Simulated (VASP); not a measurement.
# LiNbO3 in VASP: a series of runs

The runs below take LiNbO3 through single point, relaxation of cell and atoms, with PBE.

Everything below comes from runs of VASP 6.6.1. Logs are shortened: lines on timing, memory, paths and dates and some standing lists are left out, and cuts for length are marked.

## 1. The cell of the first run

Symmetry: Pm-3m, No. 221, cubic system. Conventional cell: a = 3.956 Å, b = 3.956 Å, c = 3.956 Å, α = 90.00°, β = 90.00°, γ = 90.00°. Within 3.7 Å of Li (site symmetry m-3m) lie 12 O at 2.80 Å and 8 Nb at 3.43 Å. Nb (site symmetry m-3m) has 6 O at 1.98 Å within 2.6 Å. O (site symmetry 4/mmm) has 2 Nb at 1.98 Å within 2.6 Å.

## 2. Single point, PBE

File INCAR:

```
ALGO     = Normal         # electronic algorithm
EDIFF    = 1E-6           # SCF threshold, eV
ENCUT    = 520            # plane-wave cutoff, eV
GGA      = PE             # functional
ISIF     = 2              # what is computed and relaxed
ISMEAR   = 0              # smearing method
LASPH    = True           # aspherical terms in the spheres
LCHARG   = True           # write CHGCAR
LELF     = True           # ELF
LREAL    = False          # projectors in reciprocal space
LVHAR    = True         
LWAVE    = False          # write WAVECAR
NBANDS   = 25             # bands
NELM     = 100            # most SCF steps
PREC     = Accurate       # precision mode
SIGMA    = 0.02           # smearing width, eV
```

File KPOINTS:

```
k-points
0
Gamma
  8 8 8
```

File POSCAR:

```
LiNbO3
1.0
    3.9557683461      0.0000000000      0.0000000000
    0.0000000000      3.9557683461      0.0000000000
    0.0000000000      0.0000000000      3.9557683461
Li Nb O
1 1 3
Direct
    0.0000000000      0.0000000000      0.0000000000
    0.5000000000      0.5000000000      0.5000000000
    0.5000000000      0.0000000000      0.5000000000
    0.5000000000      0.5000000000      0.0000000000
    0.0000000000      0.5000000000      0.5000000000
```

Potentials or basis: VASP PAW PBE potentials, release 64 (Li_sv, Nb_sv, O).

Started as:

```console
$ cat potpaw_PBE.64/Li_sv/POTCAR potpaw_PBE.64/Nb_sv/POTCAR potpaw_PBE.64/O/POTCAR > POTCAR
$ mpirun -np 1 vasp_std > vasp.out
```

OUTCAR:

```text
EDIFF = 1E-6
   ENCUT = 520
   GGA = PE
   ISIF = 2
   ISMEAR = 0
   LASPH = True
   LREAL = False
   NELM = 100
   PREC = Accurate

 ion  position               nearest neighbor table
   1  0.000  0.000  0.000-
   2  0.500  0.500  0.500-   3 1.98   4 1.98   5 1.98   4 1.98   3 1.98   5 1.98
   3  0.500  0.000  0.500-   2 1.98   2 1.98
   4  0.500  0.500  0.000-   2 1.98   2 1.98
   5  0.000  0.500  0.500-   2 1.98   2 1.98

  LATTYP: Found a simple cubic cell.
 ALAT       =     3.9557683461

  Lattice vectors:

 A1 = (   3.9557683461,   0.0000000000,   0.0000000000)
 A2 = (   0.0000000000,   3.9557683461,   0.0000000000)
 A3 = (   0.0000000000,   0.0000000000,   3.9557683461)

Analysis of symmetry for initial positions (statically):
=====================================================================
 Subroutine PRICEL returns:
 Original cell was already a primitive cell.

 Routine SETGRP: Setting up the symmetry group for a
 simple cubic supercell.

 Subroutine GETGRP returns: Found 48 space group operations
 (whereof 48 operations were pure point group operations)
 out of a pool of 48 trial point group operations.

The static configuration has the point symmetry O_h .

Analysis of symmetry for dynamics (positions and initial velocities):
=====================================================================
 Subroutine PRICEL returns:
 Original cell was already a primitive cell.

 Routine SETGRP: Setting up the symmetry group for a
 simple cubic supercell.

 Subroutine GETGRP returns: Found 48 space group operations
 (whereof 48 operations were pure point group operations)
 out of a pool of 48 trial point group operations.

The dynamic configuration has the point symmetry O_h .

 Subroutine INISYM returns: Found 48 space group operations
 (whereof 48 operations are pure point group operations),
 and found     1 'primitive' translations

----------------------------------------------------------------------------------------

                                     Primitive cell

  volume of cell :      61.9003

  direct lattice vectors                    reciprocal lattice vectors
     3.955768346  0.000000000  0.000000000     0.252795390  0.000000000  0.000000000
     0.000000000  3.955768346  0.000000000     0.000000000  0.252795390  0.000000000
     0.000000000  0.000000000  3.955768346     0.000000000  0.000000000  0.252795390

  length of vectors
     3.955768346  3.955768346  3.955768346     0.252795390  0.252795390  0.252795390

  position of ions in fractional coordinates (direct lattice)
     0.000000000  0.000000000  0.000000000
     0.500000000  0.500000000  0.500000000
     0.500000000  0.000000000  0.500000000
     0.500000000  0.500000000  0.000000000
     0.000000000  0.500000000  0.500000000

  ion indices of the primitive-cell ions
   primitive index   ion index
                 1           1
                 2           2
                 3           3
                 4           4
                 5           5

----------------------------------------------------------------------------------------

 KPOINTS: k-points

Automatic generation of k-mesh.
 Grid dimensions read from file:
 generate k-points for:    8    8    8

 Generating k-lattice:

  Cartesian coordinates                     Fractional coordinates (reciprocal lattice)
     0.031599424  0.000000000  0.000000000     0.125000000  0.000000000  0.000000000
     0.000000000  0.031599424  0.000000000     0.000000000  0.125000000  0.000000000
     0.000000000  0.000000000  0.031599424     0.000000000  0.000000000  0.125000000

  Length of vectors
     0.031599424  0.031599424  0.031599424

  Shift w.r.t. Gamma in fractional coordinates (k-lattice)
     0.000000000  0.000000000  0.000000000

 Subroutine IBZKPT returns following result:
 ===========================================

 Found     35 irreducible k-points:

 Following reciprocal coordinates:
            Coordinates               Weight
  0.000000  0.000000  0.000000      1.000000
  0.125000  0.000000  0.000000      6.000000
  0.250000  0.000000  0.000000      6.000000
  0.375000  0.000000  0.000000      6.000000
  0.500000  0.000000  0.000000      3.000000
  0.125000  0.125000  0.000000     12.000000
[... 16 lines left out ...]
  0.375000  0.375000  0.125000     24.000000
  0.500000  0.375000  0.125000     24.000000
 [... further k-points ...]
   k-points           NKPTS =     35   k-points in BZ     NKDIM =     35   number of bands    NBANDS=     25
   number of dos      NEDOS =    301   number of ions     NIONS =      5
   total plane-waves  NPLWV =  27000
   dimension x,y,z NGX =    30 NGY =   30 NGZ =   30
   dimension x,y,z NGXF=    60 NGYF=   60 NGZF=   60
   ions per type =               1   1   3
   NGX,Y,Z   is equivalent  to a cutoff of  12.61, 12.61, 12.61 a.u.
   NGXF,Y,Z  is equivalent  to a cutoff of  25.22, 25.22, 25.22 a.u.
 SYSTEM =  unknown system
   PREC   = accura    normal or accurate (medium, high low for compatibility)
   ISTART =      0    job   : 0-new  1-cont  2-samecut
   ICHARG =      2    charge: 1-file 2-atom 10-const
   ISPIN  =      1    spin polarized calculation?
   LNONCOLLINEAR =      F non collinear calculations
   LSORBIT =      F    spin-orbit coupling
   LASPH  =      T    aspherical Exc in radial PAW
   ENCUT  =  520.0 eV  38.22 Ry    6.18 a.u.   7.36  7.36  7.36*2*pi/ulx,y,z
   NELM   =    100;   NELMIN=  2; NELMDL= -5     # of ELM steps
   EDIFF  = 0.1E-05   stopping-criterion for ELM
   LREAL  =      F    real-space projection
   EDIFFG = 0.1E-04   stopping-criterion for IOM
   NSW    =      0    number of steps for IOM
   IBRION =     -1    ionic relax: 0-MD 1-quasi-New 2-CG
   NFREE  =      0    steps in history (QN), initial steepest desc. (CG)
   ISIF   =      2    stress and relaxation
   ISYM   =      2    0-nonsym 1-usesym 2-fastsym
   POTIM  = 0.5000    time-step for ionic-motion
   TEBEG  =    0.0;   TEEND  =   0.0 temperature during run
   PSTRESS=    0.0 pullay stress
   NELECT =      34.0000    total number of electrons
   NUPDOWN=      -1.0000    fix difference up-down
   EMIN   =  10.00;   EMAX   =-10.00  energy-range for DOS
   EFERMI =   0.00;   METHOD = LEGACY
   ISMEAR =     0;   SIGMA  =   0.02  broadening in eV -4-tet -1-fermi 0-gaus
   EFERMI_NEDOS =   21; number of points for ismear=-14 and -15
   IALGO  =     38    algorithm
   IMIX   =      4    mixing-type and parameters
     AMIX     =   0.40;   BMIX     =  1.00
     AMIX_MAG =   1.60;   BMIX_MAG =  1.00
  volume/ion in A,a.u.               =      12.38        83.54
  Fermi-wavevector in a.u.,A,eV,Ry     =   1.340716  2.533587 24.456754  1.797521
  Thomas-Fermi vector in A             =   2.469007
   LORBIT       =      0    0 simple, 1 ext, 2 COOP (PROOUT), +10 PAW based schemes
   GGA     = PE    functional components
   LHFCALC =     F    Hartree Fock is set to
   AEXX    =    0.0000 exact exchange contribution
   IVDW    =     0    specifies the selected vdW correction
   LEPSILON=     F    determine dielectric tensor
   LRPA    =     F    only Hartree local field effects (RPA)
 non-spin polarized calculation
 Gauss-broadening in eV      SIGMA  =   0.02
  energy-cutoff  :      520.00
  volume of cell :       61.90
 maximum number of plane-waves:      1743
 NGX is ok and might be reduce to    30
   NGX = 15   NGY = 15   NGZ = 15

 number of electron      33.9999980 magnetization

 Free energy of the ion-electron system (eV)
  ---------------------------------------------------
  ext. energy  EPLUGINS =         0.00000000
  ---------------------------------------------------
  free energy    TOTEN  =       -39.20655796 eV

  energy without entropy =      -39.20655796  energy(sigma->0) =      -39.20655796

 E-fermi :   3.4153     XC(G=0):  -9.9072

 val. band max:        3.2133550801   @ k =   0.5000   0.5000   0.5000
 cond. band min:       4.8937381280   @ k =   0.0000   0.0000   0.0000
 fundamental gap:      1.6803830479
 Fermi energy:         3.4153000262

 k-point     1 :       0.0000    0.0000    0.0000
  band No.  band energies     occupation
      1     -51.6662      2.00000
      2     -42.3979      2.00000
      3     -27.7486      2.00000
      4     -27.7486      2.00000
      5     -27.7486      2.00000
      6     -14.1830      2.00000
[... 17 lines left out ...]
     24      14.2938      0.00000
     25      14.2946      0.00000

 k-point     2 :       0.1250    0.0000    0.0000
  band No.  band energies     occupation
      1     -51.6658      2.00000
      2     -42.3978      2.00000
      3     -27.7721      2.00000
      4     -27.7478      2.00000
      5     -27.7478      2.00000
      6     -14.1236      2.00000
[... 17 lines left out ...]
     24      13.3027      0.00000
     25      14.2084      0.00000

 k-point     3 :       0.2500    0.0000    0.0000
  band No.  band energies     occupation
      1     -51.6648      2.00000
      2     -42.3977      2.00000
      3     -27.8281      2.00000
      4     -27.7459      2.00000
      5     -27.7459      2.00000
      6     -14.0406      2.00000
[... 17 lines left out ...]
     24      12.2964      0.00000
     25      14.0170      0.00000

 k-point     4 :       0.3750    0.0000    0.0000
  band No.  band energies     occupation
      1     -51.6638      2.00000
      2     -42.3976      2.00000
      3     -27.8830      2.00000
      4     -27.7440      2.00000
      5     -27.7440      2.00000
      6     -13.9991      2.00000
[... 17 lines left out ...]
     24      12.0512      0.00000
     25      13.8518      0.00000
[... 477 lines left out ...]
 k-point    22 :       0.5000    0.2500    0.1250
  band No.  band energies     occupation
      1     -51.6616      2.00000
      2     -42.3975      2.00000
      3     -27.9016      2.00000
      4     -27.8216      2.00000
      5     -27.7639      2.00000
      6     -13.6762      2.00000
[... 17 lines left out ...]
     24      12.3942      0.00000
     25      13.2689      0.00000

 k-point    23 :       0.3750    0.3750    0.1250
  band No.  band energies     occupation
      1     -51.6610      2.00000
      2     -42.3974      2.00000
      3     -27.8772      2.00000
      4     -27.8769      2.00000
      5     -27.7628      2.00000
      6     -13.6497      2.00000
[... 17 lines left out ...]
     24      11.8889      0.00000
     25      13.7772      0.00000

 k-point    24 :       0.5000    0.3750    0.1250
  band No.  band energies     occupation
      1     -51.6606      2.00000
      2     -42.3974      2.00000
      3     -27.8994      2.00000
      4     -27.8762      2.00000
      5     -27.7620      2.00000
      6     -13.6407      2.00000
[... 17 lines left out ...]
     24      11.9200      0.00000
     25      12.8871      0.00000

 [... further k-points ...]
[... 5 lines left out ...]
  --------------------------------------------------------------------------------------
  -------------------------------------------------------------------------------------
  Total       -0.1341485     -0.1341485     -0.1341485      0.0000000     -0.0000000     -0.0000000
  in kB       -3.4721922     -3.4721922     -3.4721922      0.0000000     -0.0000000     -0.0000000
  external PRESSURE =      -3.4721922 kB  Pullay stress =       0.0000000 kB

 VOLUME and BASIS-vectors are now :
 -----------------------------------------------------------------------------
  energy-cutoff  :      520.00
  volume of cell :       61.90
      direct lattice vectors                 reciprocal lattice vectors
     3.955768346  0.000000000  0.000000000     0.252795390  0.000000000  0.000000000
     0.000000000  3.955768346  0.000000000     0.000000000  0.252795390  0.000000000
     0.000000000  0.000000000  3.955768346     0.000000000  0.000000000  0.252795390

 POSITION                                       TOTAL-FORCE (eV/Angst)
 -----------------------------------------------------------------------------------
      0.00000      0.00000      0.00000         0.000000      0.000000      0.000000
      1.97788      1.97788      1.97788         0.000000      0.000000      0.000000
      1.97788      0.00000      1.97788         0.000000      0.000000      0.000000
      1.97788      1.97788      0.00000         0.000000      0.000000      0.000000
      0.00000      1.97788      1.97788         0.000000      0.000000      0.000000
 -----------------------------------------------------------------------------------
    total drift:                                0.000000      0.000000     -0.000000

  FREE ENERGIE OF THE ION-ELECTRON SYSTEM (eV)
  ---------------------------------------------------
  free  energy   TOTEN  =       -39.2065579582 eV

  energy  without entropy=      -39.2065579582  energy(sigma->0) =      -39.20655796
```

Run time: 30 s. Hardware: 1 thread of Intel Xeon 6975P-C (Granite Rapids), shared host; peak memory 0.2 GiB.

Results:

| Quantity | Value |
| --- | --- |
| Free energy | -39.2066 eV |
| Band gap on the k mesh | 1.68 eV, indirect (least direct gap 2.48 eV) |

Levels at points of the mesh, in eV from the valence-band top:
| k point | band 15 | band 16 | band 17 | band 18 | band 19 | band 20 |
| --- | --- | --- | --- | --- | --- | --- |
| (0.00, 0.00, 0.00) | -0.80 | -0.80 | -0.80 | 1.68 | 1.68 | 1.68 |
| (0.50, 0.00, 0.00) | -1.43 | -0.85 | -0.85 | 1.75 | 4.35 | 4.35 |
| (0.50, 0.50, 0.00) | -1.97 | -1.47 | -0.02 | 4.38 | 4.38 | 5.52 |
| (0.50, 0.50, 0.50) | 0.00 | 0.00 | 0.00 | 5.51 | 5.51 | 5.51 |

Caveat: the cutoff is under 1.25 times the usual one of these potentials, so pressure, stress and relaxed cells hold a basis-set (Pulay) error. A k mesh can miss the band edges.

## 3. Single point, PBE

File INCAR:

```
SYSTEM = LiNbO3
ALGO = Normal
EDIFF = 1E-6
ENCUT = 520
GGA = PE
ISIF = 2
ISMEAR = 0
LASPH = .TRUE.
LCHARG = .FALSE.
LREAL = .FALSE.
LWAVE = .FALSE.
NBANDS = 25
NELM = 80
PREC = Accurate
SIGMA = 0.02
```

File KPOINTS:

```
k-points
0
G
  8 8 8
  0 0 0
```

POSCAR is that of step 2.

Potentials or basis: VASP PAW PBE potentials, release 64 (Li_sv, Nb_sv, O).

Started as:

```console
$ cat potpaw_PBE.64/Li_sv/POTCAR potpaw_PBE.64/Nb_sv/POTCAR potpaw_PBE.64/O/POTCAR > POTCAR
$ mpirun -np 1 vasp_std > vasp.out
```

Wall time 30 s (1 thread of Intel Xeon 6975P-C (Granite Rapids), shared host); peak memory 0.2 GiB.

The run converged. Its results:

- Free energy: -39.2066 eV
- Band gap on the k mesh: 1.68 eV, indirect (least direct gap 2.48 eV)

Levels at points of the mesh, in eV from the valence-band top:
| k point | band 13 | band 14 | band 15 | band 16 | band 17 | band 18 | band 19 | band 20 | band 21 | band 22 |
| --- | --- | --- | --- | --- | --- | --- | --- | --- | --- | --- |
| (0.00, 0.00, 0.00) | -1.09 | -1.09 | -0.80 | -0.80 | -0.80 | 1.68 | 1.68 | 1.68 | 4.55 | 5.66 |
| (0.50, 0.00, 0.00) | -2.06 | -2.06 | -1.43 | -0.85 | -0.85 | 1.75 | 4.35 | 4.35 | 5.67 | 6.53 |
| (0.50, 0.50, 0.00) | -2.81 | -1.97 | -1.97 | -1.47 | -0.02 | 4.38 | 4.38 | 5.52 | 7.09 | 8.35 |
| (0.50, 0.50, 0.50) | -4.75 | -4.54 | 0.00 | 0.00 | 0.00 | 5.51 | 5.51 | 5.51 | 6.87 | 9.94 |

Caveat: the cutoff is under 1.25 times the usual one of these potentials, so pressure, stress and relaxed cells hold a basis-set (Pulay) error. A k mesh can miss the band edges.

[end of part 1 of 2]
